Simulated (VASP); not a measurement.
# YZr3 (P6_3/mmc) in VASP: notebook

Runs on YZr3. Level: PBE. Tasks: single point.

Everything below comes from runs of VASP 6.6.1. Logs are shortened: lines on timing, memory, paths and dates and some standing lists are left out, and cuts for length are marked.

**1. The cell of the first run**

The structure is hexagonal, space group P6_3/mmc (No. 194). Conventional cell: a = 6.640 Å, b = 6.640 Å, c = 5.260 Å, α = 90.00°, β = 90.00°, γ = 120.00°. Y (site symmetry -6m2) has 12 Zr at 3.30 to 3.32 Å within 4.3 Å. Within 4.2 Å of Zr (site symmetry mm2) lie 8 Zr at 3.20 to 3.44 Å and 4 Y at 3.30 to 3.32 Å.

**2. Single point, PBE**

Input file INCAR:

```
PREC = Accurate
ENCUT = 520
EDIFF = 1E-6
ISMEAR = 0
SIGMA = 0.1
LREAL = F
LASPH = T
NELM = 80
ALGO = Fast
ISIF = 2
LWAVE = F
LCHARG = F
GGA = PE
NBANDS = 57
```

Input file KPOINTS:

```
regular mesh
0
Gamma
  3 3 4
```

Input file POSCAR:

```
YZr3
1.0
    6.6395308705      0.0000000000      0.0000000000
   -3.3197654352      5.7500024031      0.0000000000
    0.0000000000      0.0000000000      5.2601343951
Y Zr
2 6
Direct
    0.3333333333      0.6666666667      0.2500000000
    0.6666666667      0.3333333333      0.7500000000
    0.8392778555      0.6785557109      0.2500000000
    0.1607221445      0.8392778555      0.7500000000
    0.3214442891      0.1607221445      0.2500000000
    0.1607221445      0.3214442891      0.7500000000
    0.8392778555      0.1607221445      0.2500000000
    0.6785557109      0.8392778555      0.7500000000
```

Potentials or basis: VASP PAW PBE potentials, release 64 (Y_sv, Zr_sv).

On the command line:

```
> cat potpaw_PBE.64/Y_sv/POTCAR potpaw_PBE.64/Zr_sv/POTCAR > POTCAR
> mpirun -np 1 vasp_std > vasp.out
```

OUTCAR:

```text
PREC = Accurate
   ENCUT = 520
   EDIFF = 1E-6
   ISMEAR = 0
   LREAL = F
   LASPH = T
   NELM = 80
   ISIF = 2
   GGA = PE

 ion  position               nearest neighbor table
   1  0.333  0.667  0.250-   4 3.30   4 3.30   8 3.30   8 3.30   6 3.30   6 3.30   3 3.32   5 3.32
                             7 3.32   7 3.32   3 3.32   5 3.32
   2  0.667  0.333  0.750-   7 3.30   7 3.30   5 3.30   5 3.30   3 3.30   3 3.30   6 3.32   8 3.32
                             4 3.32   4 3.32   6 3.32   8 3.32
   3  0.839  0.679  0.250-   7 3.20   5 3.20   4 3.21   4 3.21   8 3.21   8 3.21   2 3.30   2 3.30
                             1 3.32   1 3.32   7 3.44   5 3.44
   4  0.161  0.839  0.750-   8 3.20   6 3.20   3 3.21   3 3.21   5 3.21   5 3.21   1 3.30   1 3.30
                             2 3.32   2 3.32   8 3.44   6 3.44
   5  0.321  0.161  0.250-   7 3.20   3 3.20   4 3.21   4 3.21   6 3.21   6 3.21   2 3.30   2 3.30
                             1 3.32   1 3.32   7 3.44   3 3.44
   6  0.161  0.321  0.750-   4 3.20   8 3.20   7 3.21   7 3.21   5 3.21   5 3.21   1 3.30   1 3.30
                             2 3.32   2 3.32   4 3.44   8 3.44
   7  0.839  0.161  0.250-   5 3.20   3 3.20   6 3.21   6 3.21   8 3.21   8 3.21   2 3.30   2 3.30
                             1 3.32   1 3.32   5 3.44   3 3.44
   8  0.679  0.839  0.750-   4 3.20   6 3.20   7 3.21   7 3.21   3 3.21   3 3.21   1 3.30   1 3.30
                             2 3.32   2 3.32   4 3.44   6 3.44

  LATTYP: Found a hexagonal cell.
 ALAT       =     6.6395308705
 C/A-ratio  =     0.7922448886

  Lattice vectors:

 A1 = (   6.6395308705,   0.0000000000,   0.0000000000)
 A2 = (  -3.3197654352,   5.7500024031,   0.0000000000)
 A3 = (   0.0000000000,   0.0000000000,   5.2601343951)

Analysis of symmetry for initial positions (statically):
=====================================================================
 Subroutine PRICEL returns:
 Original cell was already a primitive cell.

 Routine SETGRP: Setting up the symmetry group for a
 hexagonal supercell.

 Subroutine GETGRP returns: Found 24 space group operations
 (whereof 12 operations were pure point group operations)
 out of a pool of 24 trial point group operations.

The static configuration has the point symmetry D_3d.
 The point group associated with its full space group is D_6h.

Analysis of symmetry for dynamics (positions and initial velocities):
=====================================================================
 Subroutine PRICEL returns:
 Original cell was already a primitive cell.

 Routine SETGRP: Setting up the symmetry group for a
 hexagonal supercell.

 Subroutine GETGRP returns: Found 24 space group operations
 (whereof 12 operations were pure point group operations)
 out of a pool of 24 trial point group operations.

The dynamic configuration has the point symmetry D_3d.
 The point group associated with its full space group is D_6h.

 Subroutine INISYM returns: Found 24 space group operations
 (whereof 12 operations are pure point group operations),
 and found     1 'primitive' translations

----------------------------------------------------------------------------------------

                                     Primitive cell

  volume of cell :     200.8178

  direct lattice vectors                    reciprocal lattice vectors
     6.639530870  0.000000000  0.000000000     0.150613051  0.086956485  0.000000000
    -3.319765435  5.750002403  0.000000000     0.000000000  0.173912971  0.000000000
     0.000000000  0.000000000  5.260134395     0.000000000  0.000000000  0.190109211

  length of vectors
     6.639530870  6.639530871  5.260134395     0.173912971  0.173912971  0.190109211

  position of ions in fractional coordinates (direct lattice)
     0.333333333  0.666666667  0.250000000
     0.666666667  0.333333333  0.750000000
     0.839277856  0.678555711  0.250000000
     0.160722144  0.839277856  0.750000000
     0.321444289  0.160722144  0.250000000
     0.160722144  0.321444289  0.750000000
     0.839277856  0.160722144  0.250000000
     0.678555711  0.839277856  0.750000000

  ion indices of the primitive-cell ions
   primitive index   ion index
                 1           1
                 2           2
                 3           3
                 4           4
                 5           5
                 6           6
                 7           7
                 8           8

----------------------------------------------------------------------------------------

 KPOINTS: regular mesh

Automatic generation of k-mesh.
 Grid dimensions read from file:
 generate k-points for:    3    3    4

 Generating k-lattice:

  Cartesian coordinates                     Fractional coordinates (reciprocal lattice)
     0.050204350  0.028985495  0.000000000     0.333333333 -0.000000000  0.000000000
     0.000000000  0.057970990  0.000000000     0.000000000  0.333333333  0.000000000
     0.000000000  0.000000000  0.047527303     0.000000000  0.000000000  0.250000000

  Length of vectors
     0.057970990  0.057970990  0.047527303

  Shift w.r.t. Gamma in fractional coordinates (k-lattice)
     0.000000000  0.000000000  0.000000000

 Subroutine IBZKPT returns following result:
 ===========================================

 Found      9 irreducible k-points:

 Following reciprocal coordinates:
            Coordinates               Weight
  0.000000  0.000000  0.000000      1.000000
  0.333333  0.000000  0.000000      6.000000
  0.333333  0.333333  0.000000      2.000000
  0.000000  0.000000  0.250000      2.000000
  0.333333  0.000000  0.250000     12.000000
  0.333333  0.333333  0.250000      4.000000
  0.000000  0.000000  0.500000      1.000000
  0.333333  0.000000  0.500000      6.000000
  0.333333  0.333333  0.500000      2.000000
   k-points           NKPTS =      9   k-points in BZ     NKDIM =      9   number of bands    NBANDS=     57
   number of dos      NEDOS =    301   number of ions     NIONS =      8
   total plane-waves  NPLWV = 100000
   dimension x,y,z NGX =    50 NGY =   50 NGZ =   40
   dimension x,y,z NGXF=   100 NGYF=  100 NGZF=   80
   ions per type =               2   6
   NGX,Y,Z   is equivalent  to a cutoff of  12.52, 12.52, 12.64 a.u.
   NGXF,Y,Z  is equivalent  to a cutoff of  25.04, 25.04, 25.28 a.u.
 SYSTEM =  unknown system
   PREC   = accura    normal or accurate (medium, high low for compatibility)
   ISTART =      0    job   : 0-new  1-cont  2-samecut
   ICHARG =      2    charge: 1-file 2-atom 10-const
   ISPIN  =      1    spin polarized calculation?
   LNONCOLLINEAR =      F non collinear calculations
   LSORBIT =      F    spin-orbit coupling
   LASPH  =      T    aspherical Exc in radial PAW
   ENCUT  =  520.0 eV  38.22 Ry    6.18 a.u.  12.35 12.35  9.78*2*pi/ulx,y,z
   NELM   =     80;   NELMIN=  2; NELMDL= -5     # of ELM steps
   EDIFF  = 0.1E-05   stopping-criterion for ELM
   LREAL  =      F    real-space projection
[... 7 lines left out ...]
   TEBEG  =    0.0;   TEEND  =   0.0 temperature during run
   PSTRESS=    0.0 pullay stress
   NELECT =      94.0000    total number of electrons
   NUPDOWN=      -1.0000    fix difference up-down
   EMIN   =  10.00;   EMAX   =-10.00  energy-range for DOS
   EFERMI =   0.00;   METHOD = LEGACY
   ISMEAR =     0;   SIGMA  =   0.10  broadening in eV -4-tet -1-fermi 0-gaus
   EFERMI_NEDOS =   21; number of points for ismear=-14 and -15
   IALGO  =     68    algorithm
   IMIX   =      4    mixing-type and parameters
     AMIX     =   0.40;   BMIX     =  1.00
     AMIX_MAG =   1.60;   BMIX_MAG =  1.00
  volume/ion in A,a.u.               =      25.10       169.40
  Fermi-wavevector in a.u.,A,eV,Ry     =   1.271111  2.402051 21.983237  1.615722
  Thomas-Fermi vector in A             =   2.404062
   LORBIT       =      0    0 simple, 1 ext, 2 COOP (PROOUT), +10 PAW based schemes
   GGA     = PE    functional components
   LHFCALC =     F    Hartree Fock is set to
   AEXX    =    0.0000 exact exchange contribution
   IVDW    =     0    specifies the selected vdW correction
   LEPSILON=     F    determine dielectric tensor
   LRPA    =     F    only Hartree local field effects (RPA)
 non-spin polarized calculation
 RMM-DIIS sequential band-by-band and
 Gauss-broadening in eV      SIGMA  =   0.10
  energy-cutoff  :      520.00
  volume of cell :      200.82
 maximum number of plane-waves:      5443
 NGX is ok and might be reduce to    50
   NGX = 25   NGY = 25   NGZ = 19

 number of electron      94.0000002 magnetization

 Free energy of the ion-electron system (eV)
  ---------------------------------------------------
  ext. energy  EPLUGINS =         0.00000000
  ---------------------------------------------------
  free energy    TOTEN  =       -63.64831982 eV

  energy without entropy =      -63.63040481  energy(sigma->0) =      -63.63936231

 E-fermi :   7.1178     XC(G=0): -10.6786

 val. band max:        7.0624274430   @ k =   0.3333   0.0000   0.5000
 cond. band min:       7.1458746285   @ k =   0.0000   0.0000   0.0000
 fundamental gap:      0.0834471855
 Fermi energy:         7.1177872709

 k-point     1 :       0.0000    0.0000    0.0000
  band No.  band energies     occupation
      1     -41.6158      2.00000
      2     -41.5427      2.00000
      3     -41.5427      2.00000
      4     -41.5253      2.00000
      5     -41.4986      2.00000
      6     -41.4986      2.00000
[... 49 lines left out ...]
     56       8.6275      0.00000
     57       8.9424      0.00000

 k-point     2 :       0.3333    0.0000    0.0000
  band No.  band energies     occupation
      1     -41.6064      2.00000
      2     -41.5525      2.00000
      3     -41.5429      2.00000
      4     -41.5186      2.00000
      5     -41.5049      2.00000
      6     -41.4985      2.00000
[... 49 lines left out ...]
     56       8.5747      0.00000
     57       8.7788      0.00000
[... 358 lines left out ...]
     56       8.2046      0.00000
     57       8.6943      0.00000

 k-point     9 :       0.3333    0.3333    0.5000
  band No.  band energies     occupation
      1     -41.5559      2.00000
      2     -41.5559      2.00000
      3     -41.5354      2.00000
      4     -41.5354      2.00000
      5     -41.5207      2.00000
      6     -41.5207      2.00000
[... 49 lines left out ...]
     56       7.8682      0.00000
     57       9.2559      0.00000

------------------------ aborting loop because EDIFF is reached ----------------------------------------

  FORCE on cell =-STRESS in cart. coord.  units (eV):
  Direction    XX          YY          ZZ          XY          YZ          ZX
  --------------------------------------------------------------------------------------
  -------------------------------------------------------------------------------------
  Total        0.0084909      0.0084909     -0.2212184      0.0000000     -0.0000000      0.0000000
  in kB        0.0677423      0.0677423     -1.7649386      0.0000000     -0.0000000      0.0000000
  external PRESSURE =      -0.5431513 kB  Pullay stress =       0.0000000 kB

 VOLUME and BASIS-vectors are now :
 -----------------------------------------------------------------------------
  energy-cutoff  :      520.00
  volume of cell :      200.82
      direct lattice vectors                 reciprocal lattice vectors
     6.639530870  0.000000000  0.000000000     0.150613051  0.086956485  0.000000000
    -3.319765435  5.750002403  0.000000000     0.000000000  0.173912971  0.000000000
     0.000000000  0.000000000  5.260134395     0.000000000  0.000000000  0.190109211

 POSITION                                       TOTAL-FORCE (eV/Angst)
 -----------------------------------------------------------------------------------
     -0.00000      3.83333      1.31503         0.000000      0.000000     -0.000000
      3.31977      1.91667      3.94510         0.000000      0.000000     -0.000000
      3.31977      3.90170      1.31503         0.000000      0.021270     -0.000000
     -1.71909      4.82585      3.94510        -0.018420      0.010635      0.000000
      1.60068      0.92415      1.31503        -0.018420     -0.010635      0.000000
     -0.00000      1.84831      3.94510        -0.000000     -0.021270     -0.000000
      5.03885      0.92415      1.31503         0.018420     -0.010635     -0.000000
      1.71909      4.82585      3.94510         0.018420      0.010635      0.000000
 -----------------------------------------------------------------------------------
    total drift:                               -0.000002      0.000001     -0.000000

  FREE ENERGIE OF THE ION-ELECTRON SYSTEM (eV)
  ---------------------------------------------------
  free  energy   TOTEN  =       -63.6483198177 eV

  energy  without entropy=      -63.6304048063  energy(sigma->0) =      -63.63936231
```

It took 5.8 min on 1 thread of Oxide Virtual Turin-like, shared host; peak memory 0.32 GiB.

Results:

```yaml
Free_energy: -63.6483 eV
Pressure: -0.1 GPa
Largest_force: 0.021 eV/Å
Band_gap_on_the_k_mesh: zero (bands 47 and 48 overlap by 1.16 eV)
```

Forces in eV/Å, atoms in the order of the input:
```
Y    0.000  0.000  0.000
Y    0.000  0.000  0.000
Zr   0.000  0.021  0.000
Zr  -0.018  0.011  0.000
Zr  -0.018 -0.011  0.000
Zr   0.000 -0.021  0.000
Zr   0.018 -0.011  0.000
Zr   0.018  0.011  0.000
```

Caveat: the k points lie up to 0.36 Å⁻¹ apart, too coarse for converged energies and pressures of a metal.

[end of part 1 of 2]
